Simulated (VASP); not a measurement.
# AgCl (Immm) in VASP: further runs

AgCl is run at these levels: r2SCAN; tasks: single point.

Everything below comes from runs of VASP 6.6.1. Logs are shortened: lines on timing, memory, paths and dates and some standing lists are left out, and cuts for length are marked.

## Step 1: The cell of the first run

It takes space group Immm (No. 71, orthorhombic). Conventional cell: a = 3.863 Å, b = 3.981 Å, c = 5.546 Å, α = 90.00°, β = 90.00°, γ = 90.00°. Ag (site symmetry mmm) has 6 Cl at 2.77 Å within 3.7 Å. Cl (site symmetry mmm) has 6 Ag at 2.77 Å within 3.7 Å.

## Step 2: Single point, r2SCAN (strain -0.0300 x Voigt [0, 0, 0, 0, 1, 0])

The input, POSCAR:

```
AgCl
1.0
   -0.0415972500      2.7731500000      2.7731500000
    2.7315527500      0.0000000000      2.7315527500
    2.7731500000      2.7731500000     -0.0415972500
Ag Cl
1 1
Direct
    0.5000000000      0.5000000000      0.5000000000
    0.0000000000      0.0000000000      0.0000000000
```

The input, INCAR.step1:

```
  PREC = Accurate
  ENCUT = 520
  ISMEAR = 0
  SIGMA = 0.05
  LREAL = F
  LASPH = T
  NELM = 80
  NBANDS = 16
  GGA = PE
  ALGO = Normal
  EDIFF = 1E-4
  LWAVE = T
  LCHARG = F
```

The input, INCAR.step2:

```
  PREC = Accurate
  ENCUT = 520
  EDIFF = 1E-6
  ISMEAR = 0
  SIGMA = 0.05
  LREAL = F
  LASPH = T
  NELM = 80
  ALGO = Normal
  ISIF = 2
  LWAVE = F
  LCHARG = F
  METAGGA = R2SCAN
  LMIXTAU = T
  NBANDS = 16
  ISTART = 1
```

The input, KPOINTS:

```
regular mesh
0
Gamma
  8 8 8
```

Potentials or basis: VASP PAW PBE potentials, release 64 (Ag, Cl).

Started as:

```bash
> cat potpaw_PBE.64/Ag/POTCAR potpaw_PBE.64/Cl/POTCAR > POTCAR
> cp INCAR.step1 INCAR
> mpirun -np 1 vasp_std > vasp.out
> cp INCAR.step2 INCAR
> mpirun -np 1 vasp_std > vasp.out
```

OUTCAR:

```text
PREC = Accurate
   ENCUT = 520
   EDIFF = 1E-6
   ISMEAR = 0
   LREAL = F
   LASPH = T
   NELM = 80
   ISIF = 2
   METAGGA = R2SCAN
   ISTART = 1

 ion  position               nearest neighbor table
   1  0.500  0.500  0.500-   2 2.77   2 2.77   2 2.77   2 2.77   2 2.77   2 2.77
   2  0.000  0.000  0.000-   1 2.77   1 2.77   1 2.77   1 2.77   1 2.77   1 2.77

  LATTYP: Found a body centered orthorhombic cell.
 ALAT       =     3.8629989454
 B/A-ratio  =     1.0304568528
 C/A-ratio  =     1.4357498095

  Lattice vectors:

 A1 = (   2.7731500000,  -2.7731500000,  -0.0415972500)
 A2 = (  -2.7731500000,  -2.7731500000,   0.0415972500)
 A3 = (   0.0415972500,   2.7731500000,  -2.7731500000)

Analysis of symmetry for initial positions (statically):
=====================================================================
 Subroutine PRICEL returns:
 Original cell was already a primitive cell.

 Routine SETGRP: Setting up the symmetry group for a
 body centered orthorhombic supercell.

 Subroutine GETGRP returns: Found  8 space group operations
 (whereof  8 operations were pure point group operations)
 out of a pool of  8 trial point group operations.

The static configuration has the point symmetry D_2h.

Analysis of symmetry for dynamics (positions and initial velocities):
=====================================================================
 Subroutine PRICEL returns:
 Original cell was already a primitive cell.

 Routine SETGRP: Setting up the symmetry group for a
 body centered orthorhombic supercell.

 Subroutine GETGRP returns: Found  8 space group operations
 (whereof  8 operations were pure point group operations)
 out of a pool of  8 trial point group operations.

The dynamic configuration has the point symmetry D_2h.

 Subroutine INISYM returns: Found  8 space group operations
 (whereof  8 operations are pure point group operations),
 and found     1 'primitive' translations

----------------------------------------------------------------------------------------

                                     Primitive cell

  volume of cell :      42.6435

  direct lattice vectors                    reciprocal lattice vectors
    -0.041597250  2.773150000  2.773150000    -0.177635843  0.180300380  0.177635843
     2.731552750  0.000000000  2.731552750     0.183046072 -0.180300380  0.183046072
     2.773150000  2.773150000 -0.041597250     0.177635843  0.180300380 -0.177635843

  length of vectors
     3.922046937  3.862998945  3.922046937     0.309220330  0.315467836  0.309220330

  position of ions in fractional coordinates (direct lattice)
     0.500000000  0.500000000  0.500000000
     0.000000000  0.000000000  0.000000000

  ion indices of the primitive-cell ions
   primitive index   ion index
                 1           1
                 2           2

----------------------------------------------------------------------------------------

 KPOINTS: regular mesh

Automatic generation of k-mesh.
 Grid dimensions read from file:
 generate k-points for:    8    8    8

 Generating k-lattice:

  Cartesian coordinates                     Fractional coordinates (reciprocal lattice)
    -0.022204480  0.022537548  0.022204480     0.125000000  0.000000000 -0.000000000
     0.022880759 -0.022537548  0.022880759     0.000000000  0.125000000 -0.000000000
     0.022204480  0.022537548 -0.022204480     0.000000000  0.000000000  0.125000000

  Length of vectors
     0.038652541  0.039433480  0.038652541

  Shift w.r.t. Gamma in fractional coordinates (k-lattice)
     0.000000000  0.000000000  0.000000000

 Subroutine IBZKPT returns following result:
 ===========================================

 Found     95 irreducible k-points:

 Following reciprocal coordinates:
            Coordinates               Weight
  0.000000  0.000000  0.000000      1.000000
  0.125000  0.000000 -0.000000      4.000000
  0.250000  0.000000 -0.000000      4.000000
  0.375000  0.000000  0.000000      4.000000
  0.500000  0.000000 -0.000000      2.000000
  0.000000  0.125000 -0.000000      4.000000
[... 16 lines left out ...]
  0.125000  0.375000 -0.000000      8.000000
  0.250000  0.375000 -0.000000      8.000000
 [... further k-points ...]
   k-points           NKPTS =     95   k-points in BZ     NKDIM =     95   number of bands    NBANDS=     16
   number of dos      NEDOS =    301   number of ions     NIONS =      2
   total plane-waves  NPLWV =  27000
   dimension x,y,z NGX =    30 NGY =   30 NGZ =   30
   dimension x,y,z NGXF=    60 NGYF=   60 NGZF=   60
   ions per type =               1   1
   NGX,Y,Z   is equivalent  to a cutoff of  12.72, 12.91, 12.72 a.u.
   NGXF,Y,Z  is equivalent  to a cutoff of  25.43, 25.82, 25.43 a.u.
 SYSTEM =  unknown system
   PREC   = accura    normal or accurate (medium, high low for compatibility)
   ISTART =      1    job   : 0-new  1-cont  2-samecut
   ICHARG =      0    charge: 1-file 2-atom 10-const
   ISPIN  =      1    spin polarized calculation?
   LNONCOLLINEAR =      F non collinear calculations
   LSORBIT =      F    spin-orbit coupling
   LASPH  =      T    aspherical Exc in radial PAW
   ENCUT  =  520.0 eV  38.22 Ry    6.18 a.u.   7.29  7.18  7.29*2*pi/ulx,y,z
   NELM   =     80;   NELMIN=  2; NELMDL=  0     # of ELM steps
   EDIFF  = 0.1E-05   stopping-criterion for ELM
   LREAL  =      F    real-space projection
   EDIFFG = 0.1E-04   stopping-criterion for IOM
   NSW    =      0    number of steps for IOM
   IBRION =     -1    ionic relax: 0-MD 1-quasi-New 2-CG
   NFREE  =      0    steps in history (QN), initial steepest desc. (CG)
   ISIF   =      2    stress and relaxation
   ISYM   =      2    0-nonsym 1-usesym 2-fastsym
   POTIM  = 0.5000    time-step for ionic-motion
   TEBEG  =    0.0;   TEEND  =   0.0 temperature during run
   PSTRESS=    0.0 pullay stress
   NELECT =      18.0000    total number of electrons
   NUPDOWN=      -1.0000    fix difference up-down
   EMIN   =  10.00;   EMAX   =-10.00  energy-range for DOS
   EFERMI =   0.00;   METHOD = LEGACY
   ISMEAR =     0;   SIGMA  =   0.05  broadening in eV -4-tet -1-fermi 0-gaus
   EFERMI_NEDOS =   21; number of points for ismear=-14 and -15
   IALGO  =     38    algorithm
   IMIX   =      4    mixing-type and parameters
     AMIX     =   0.40;   BMIX     =  1.00
     AMIX_MAG =   1.60;   BMIX_MAG =  1.00
  volume/ion in A,a.u.               =      21.32       143.89
  Fermi-wavevector in a.u.,A,eV,Ry     =   1.228047  2.320672 20.518928  1.508099
  Thomas-Fermi vector in A             =   2.362987
   LORBIT       =      0    0 simple, 1 ext, 2 COOP (PROOUT), +10 PAW based schemes
   METAGGA = R2SCAN    functional components
   LHFCALC =     F    Hartree Fock is set to
   AEXX    =    0.0000 exact exchange contribution
   IVDW    =     0    specifies the selected vdW correction
   LEPSILON=     F    determine dielectric tensor
   LRPA    =     F    only Hartree local field effects (RPA)
 non-spin polarized calculation
 Gauss-broadening in eV      SIGMA  =   0.05
  energy-cutoff  :      520.00
  volume of cell :       42.64
 maximum number of plane-waves:      1168
 NGX is ok and might be reduce to    30
   NGX = 15   NGY = 15   NGZ = 15

 number of electron      18.0000002 magnetization

 Free energy of the ion-electron system (eV)
  ---------------------------------------------------
  ext. energy  EPLUGINS =         0.00000000
  ---------------------------------------------------
  free energy    TOTEN  =       -28.64255562 eV

  energy without entropy =      -28.64255562  energy(sigma->0) =      -28.64255562

 E-fermi :   3.8654     XC(G=0): -10.5095

 val. band max:        3.5657760372   @ k =   0.0000   0.5000  -0.0000
 cond. band min:       4.9590377759   @ k =   0.0000   0.0000   0.0000
 fundamental gap:      1.3932617387
 Fermi energy:         3.8654277096

 k-point     1 :       0.0000    0.0000    0.0000
  band No.  band energies     occupation
      1     -12.2741      2.00000
      2       1.0305      2.00000
      3       1.0842      2.00000
      4       1.0932      2.00000
      5       1.0963      2.00000
      6       1.1272      2.00000
[... 8 lines left out ...]
     15      17.6500      0.00000
     16      17.7786      0.00000

 k-point     2 :       0.1250    0.0000   -0.0000
  band No.  band energies     occupation
      1     -12.2164      2.00000
      2       0.2768      2.00000
      3       0.3593      2.00000
      4       0.4249      2.00000
      5       1.1578      2.00000
      6       1.1780      2.00000
[... 8 lines left out ...]
     15      16.3794      0.00000
     16      16.9845      0.00000

 k-point     3 :       0.2500    0.0000   -0.0000
  band No.  band energies     occupation
      1     -12.0716      2.00000
      2      -0.7455      2.00000
      3      -0.2313      2.00000
      4      -0.1556      2.00000
      5       1.2733      2.00000
      6       1.2967      2.00000
[... 8 lines left out ...]
     15      16.5745      0.00000
     16      16.8649      0.00000

 k-point     4 :       0.3750    0.0000    0.0000
  band No.  band energies     occupation
      1     -11.9182      2.00000
      2      -1.5227      2.00000
      3      -0.6056      2.00000
      4      -0.5256      2.00000
      5       1.3916      2.00000
      6       1.4196      2.00000
[... 8 lines left out ...]
     15      17.2105      0.00000
     16      17.4512      0.00000

 k-point     5 :       0.5000    0.0000   -0.0000
  band No.  band energies     occupation
      1     -11.8519      2.00000
      2      -1.8087      2.00000
      3      -0.7338      2.00000
      4      -0.6524      2.00000
      5       1.4416      2.00000
      6       1.4718      2.00000
[... 8 lines left out ...]
     15      17.7219      0.00000
     16      18.0419      0.00000

 k-point     6 :       0.0000    0.1250   -0.0000
  band No.  band energies     occupation
      1     -12.2126      2.00000
      2       0.3219      2.00000
      3       0.3449      2.00000
      4       0.3897      2.00000
      5       1.1426      2.00000
      6       1.1591      2.00000
[... 8 lines left out ...]
     15      16.2339      0.00000
     16      16.8363      0.00000

 k-point     7 :       0.1250    0.1250   -0.0000
  band No.  band energies     occupation
      1     -12.1968      2.00000
      2      -0.1830      2.00000
      3       0.6573      2.00000
      4       0.6612      2.00000
      5       1.0591      2.00000
      6       1.1825      2.00000
[... 8 lines left out ...]
     15      18.0029      0.00000
     16      18.1421      0.00000

 k-point     8 :       0.2500    0.1250   -0.0000
  band No.  band energies     occupation
      1     -12.0875      2.00000
      2      -0.7583      2.00000
      3       0.0965      2.00000
      4       0.1791      2.00000
      5       1.1332      2.00000
      6       1.3080      2.00000
[... 8 lines left out ...]
     15      17.6794      0.00000
     16      18.4095      0.00000

 k-point     9 :       0.3750    0.1250    0.0000
  band No.  band energies     occupation
      1     -11.9424      2.00000
      2      -1.2865      2.00000
      3      -0.4755      2.00000
      4      -0.3197      2.00000
      5       1.2760      2.00000
      6       1.4267      2.00000
[... 8 lines left out ...]
     15      17.9181      0.00000
     16      18.2801      0.00000
[... 172 lines left out ...]
 k-point    19 :      -0.3750    0.2500   -0.0000
  band No.  band energies     occupation
      1     -11.8152      2.00000
      2      -1.3128      2.00000
      3      -0.6117      2.00000
      4      -0.5826      2.00000
      5       1.4020      2.00000
      6       1.4559      2.00000
[... 8 lines left out ...]
     15      17.1679      0.00000
     16      19.9044      0.00000

 k-point    20 :      -0.2500    0.2500    0.0000
  band No.  band energies     occupation
      1     -11.8732      2.00000
      2      -1.3428      2.00000
      3      -0.6580      2.00000
      4      -0.3002      2.00000
      5       1.3671      2.00000
      6       1.4617      2.00000
[... 8 lines left out ...]
     15      18.4854      0.00000
     16      20.1341      0.00000

 k-point    21 :      -0.1250    0.2500   -0.0000
  band No.  band energies     occupation
      1     -11.9742      2.00000
      2      -1.1034      2.00000
      3      -0.5232      2.00000
      4      -0.1706      2.00000
      5       1.2981      2.00000
      6       1.3817      2.00000
[... 8 lines left out ...]
     15      17.8534      0.00000
     16      17.9458      0.00000

 k-point    22 :       0.0000    0.3750    0.0000
  band No.  band energies     occupation
      1     -11.8939      2.00000
      2      -1.4880      2.00000
      3      -0.6685      2.00000
      4      -0.5950      2.00000
      5       1.4055      2.00000
      6       1.4269      2.00000
[... 8 lines left out ...]
     15      17.1811      0.00000
     16      17.4700      0.00000

 k-point    23 :       0.1250    0.3750   -0.0000
  band No.  band energies     occupation
      1     -11.9223      2.00000
      2      -1.2807      2.00000
      3      -0.5347      2.00000
      4      -0.3479      2.00000
      5       1.2612      2.00000
      6       1.4441      2.00000
[... 8 lines left out ...]
     15      17.9366      0.00000
     16      18.1390      0.00000

 k-point    24 :       0.2500    0.3750   -0.0000
  band No.  band energies     occupation
      1     -11.9138      2.00000
      2      -1.1928      2.00000
      3      -0.0657      2.00000
      4       0.0414      2.00000
      5       1.0369      2.00000
      6       1.4424      2.00000
[... 8 lines left out ...]
     15      18.8754      0.00000
     16      19.9394      0.00000

 [... further k-points ...]

------------------------ aborting loop because EDIFF is reached ----------------------------------------

  FORCE on cell =-STRESS in cart. coord.  units (eV):
  Direction    XX          YY          ZZ          XY          YZ          ZX
  --------------------------------------------------------------------------------------
  -------------------------------------------------------------------------------------
  Total       -0.0300762     -0.0331788     -0.0300762      0.0000000      0.0000000      0.0438375
  in kB       -1.1300071     -1.2465781     -1.1300071      0.0000000      0.0000000      1.6470408
  external PRESSURE =      -1.1688641 kB  Pullay stress =       0.0000000 kB

 VOLUME and BASIS-vectors are now :
 -----------------------------------------------------------------------------
  energy-cutoff  :      520.00
  volume of cell :       42.64
      direct lattice vectors                 reciprocal lattice vectors
    -0.041597250  2.773150000  2.773150000    -0.177635843  0.180300380  0.177635843
     2.731552750  0.000000000  2.731552750     0.183046072 -0.180300380  0.183046072
     2.773150000  2.773150000 -0.041597250     0.177635843  0.180300380 -0.177635843

 POSITION                                       TOTAL-FORCE (eV/Angst)
 -----------------------------------------------------------------------------------
      2.73155      2.77315      2.73155        -0.000000     -0.000000      0.000000
      0.00000      0.00000      0.00000         0.000000      0.000000     -0.000000
 -----------------------------------------------------------------------------------
    total drift:                                0.000000      0.000000      0.000000

  FREE ENERGIE OF THE ION-ELECTRON SYSTEM (eV)
  ---------------------------------------------------
  free  energy   TOTEN  =       -28.6425556239 eV

  energy  without entropy=      -28.6425556239  energy(sigma->0) =      -28.64255562
```

It took 7.2 min on 1 thread of Intel Xeon 8259CL, shared host; peak memory 0.21 GiB.

What came out:

```yaml
Free_energy: -28.6426 eV
Pressure: -0.1 GPa
Band_gap_on_the_k_mesh: 1.39 eV (least direct gap 3.68 eV)
```

Stress tensor (GPa, compression positive):
```
-0.11  0.00  0.16
 0.00 -0.12  0.00
 0.16  0.00 -0.11
```

Levels at points of the mesh, in eV from the valence-band top:
| k point | band 5 | band 6 | band 7 | band 8 | band 9 | band 10 | band 11 | band 12 | band 13 | band 14 |
| --- | --- | --- | --- | --- | --- | --- | --- | --- | --- | --- |
| (0.00, 0.00, 0.00) | -2.47 | -2.44 | -2.41 | -2.40 | -2.40 | 1.39 | 11.13 | 11.31 | 11.50 | 12.72 |
| (0.50, 0.00, 0.00) | -2.12 | -2.09 | -1.80 | -0.06 | -0.02 | 4.73 | 7.06 | 8.26 | 8.44 | 14.10 |
| (0.00, 0.50, 0.00) | -2.10 | -2.08 | -1.76 | -0.03 | 0.00 | 4.62 | 7.20 | 8.06 | 8.24 | 13.98 |
| (0.50, 0.50, 0.00) | -2.78 | -2.23 | -1.98 | -1.98 | -1.87 | 2.91 | 8.32 | 9.20 | 12.32 | 12.33 |
| (0.50, 0.00, 0.50) | -2.78 | -2.22 | -1.98 | -1.98 | -1.87 | 2.89 | 8.33 | 9.21 | 12.18 | 12.47 |

Caveat: the cell differs from its parent crystal (strain -0.0300 x Voigt [0, 0, 0, 0, 1, 0]); the PAW data sets were made with another functional, which shifts forces and pressure a little.

## Step 3: Single point, r2SCAN (strain +0.0150 x Voigt [0, 0, 0, 0, 1, 0])

The input, POSCAR:

```
AgCl
1.0
    0.0207986250      2.7731500000      2.7731500000
    2.7939486250      0.0000000000      2.7939486250
    2.7731500000      2.7731500000      0.0207986250
Ag Cl
1 1
Direct
    0.5000000000      0.5000000000      0.5000000000
    0.0000000000      0.0000000000      0.0000000000
```

The input, INCAR.step1:

```
PREC = Accurate ; ENCUT = 520
ISMEAR = 0 ; SIGMA = 0.05
LREAL = F ; LASPH = T
NELM = 60 ; NBANDS = 16
GGA = PE ; ALGO = Normal
EDIFF = 1E-4 ; LWAVE = T
LCHARG = F
```

The input, INCAR.step2:

```
PREC = Accurate ; ENCUT = 520
EDIFF = 1E-6 ; ISMEAR = 0
SIGMA = 0.05 ; LREAL = F
LASPH = T ; NELM = 60
ALGO = Normal ; ISIF = 2
LWAVE = F ; LCHARG = T
METAGGA = R2SCAN ; LMIXTAU = T
LELF = T ; LVHAR = T
NBANDS = 16 ; ISTART = 1
```

KPOINTS is that of step 2.

Potentials or basis: VASP PAW PBE potentials, release 64 (Ag, Cl).

Started as:

```bash
> cat potpaw_PBE.64/Ag/POTCAR potpaw_PBE.64/Cl/POTCAR > POTCAR
> cp INCAR.step1 INCAR
> mpirun -np 1 vasp_std > vasp.out
> cp INCAR.step2 INCAR
> mpirun -np 1 vasp_std > vasp.out
```

Wall time 7.2 min (1 thread of Intel Xeon 8259CL, shared host); peak memory 0.22 GiB.

It converged, with:

```
Free energy            : -28.6430 eV
Pressure               : -0.1 GPa
Band gap on the k mesh : 1.41 eV (least direct gap 3.69 eV)
```

Stress tensor (GPa, compression positive):
```
-0.11  0.00 -0.08
 0.00 -0.11  0.00
-0.08  0.00 -0.11
```

Levels at points of the mesh, in eV from the valence-band top:
```
           k point  band 7  band 8  band 9  band 10  band 11  band 12
(0.00, 0.00, 0.00)   -2.42   -2.40   -2.39     1.41    11.23    11.32
(0.50, 0.00, 0.00)   -1.75   -0.02    0.00     4.66     7.18     8.17
(0.00, 0.50, 0.00)   -1.78   -0.03   -0.01     4.72     7.11     8.27
(0.50, 0.50, 0.00)   -1.97   -1.97   -1.86     2.92     8.33     9.22
(0.50, 0.00, 0.50)   -1.97   -1.97   -1.86     2.91     8.34     9.23
```

Caveat: the cell differs from its parent crystal (strain +0.0150 x Voigt [0, 0, 0, 0, 1, 0]); the PAW data sets were made with another functional, which shifts forces and pressure a little.

[end of part 1 of 2]
